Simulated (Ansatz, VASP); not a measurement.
Two plane-wave programs on C

The input INCAR:

```
SYSTEM = C
PREC     = Accurate       ! precision mode
ENCUT    = 520            ! plane-wave cutoff, eV
EDIFF    = 1E-6           ! SCF threshold, eV
ISMEAR   = 0              ! smearing method
SIGMA    = 0.05           ! smearing width, eV
LREAL    = .False.        ! projectors in reciprocal space
LASPH    = .True.         ! aspherical terms in the spheres
NELM     = 80             ! most SCF steps
ALGO     = Normal         ! electronic algorithm
ISIF     = 2              ! what is computed and relaxed
LWAVE    = .False.        ! write WAVECAR
LCHARG   = .False.        ! write CHGCAR
NBANDS   = 11             ! bands
```

File KPOINTS:

```
regular mesh
0
Gamma
  14 14 8
  0 0 0
```

File POSCAR:

```
C
1.0
    2.1172982844     -1.2225210283     -0.0207657801
    2.1172982844      1.2223470655     -0.0024292693
   -1.3916690928      0.0250297644      3.3373019203
C
2
Direct
    0.8333830096      0.8333830096      0.0001497828
    0.1666169904      0.1666169904      0.9998502172
```

Input for Ansatz:

```yaml
crystal:
  lattice:
    - [2.1172982844, -1.2225210283, -0.0207657801]
    - [2.1172982844, 1.2223470655, -0.0024292693]
    - [-1.3916690928, 0.0250297644, 3.3373019203]
  atoms:
    - { symbol: C, position: [0.8333830096, 0.8333830096, 0.0001497828] }
    - { symbol: C, position: [0.1666169904, 0.1666169904, 0.9998502172] }
basis:
  ecutwfc: 420
kpoints:
  mp_grid: { grid: [14, 14, 8] }
hamiltonian:
  xc: lda
scf:
  occupations: { method: gaussian, width: 0.05 }
output:
  forces: true
  stress: true
  eigenvalues: true
  write_density: true
  write_potential: true
  elf: true
  volumetric_format: npy
```

Change from the starting cell: strain +0.0150 x Voigt [0, 0, 0, 1, 0, 0], atoms carried along.

Alike in both runs: task single point; functional LDA; k mesh 14 × 14 × 8; occupations gaussian, width 0.05 eV; no spin polarisation.

|  | VASP | Ansatz |
| --- | --- | --- |
| version | VASP 6.6.1 | Ansatz 0.2.0 |
| potentials or method | VASP PAW LDA potentials, release 64 (C), cutoff 520 eV | scalar-relativistic, plane waves, PAW |
| valence electrons in the cell | 8 | 8 |

VASP gave:

| Property | Result |
| --- | --- |
| gap on the k mesh at the Fermi level (eV) | 0.60 |
| least direct gap on the mesh (eV) | 0.63 |
| pressure (GPa) | 0.8 |
| traceless stress, the component that is largest in VASP (GPa) | -0.92 |

Q: Estimate Ansatz's values.

A: gap on the k mesh at the Fermi level (eV): 0.61; least direct gap on the mesh (eV): 0.64; pressure (GPa): 0.0; traceless stress, the component that is largest in VASP (GPa): 0.01.

LDA's correlation is that of Perdew and Zunger in VASP and of Perdew and Wang (1992) in Ansatz.
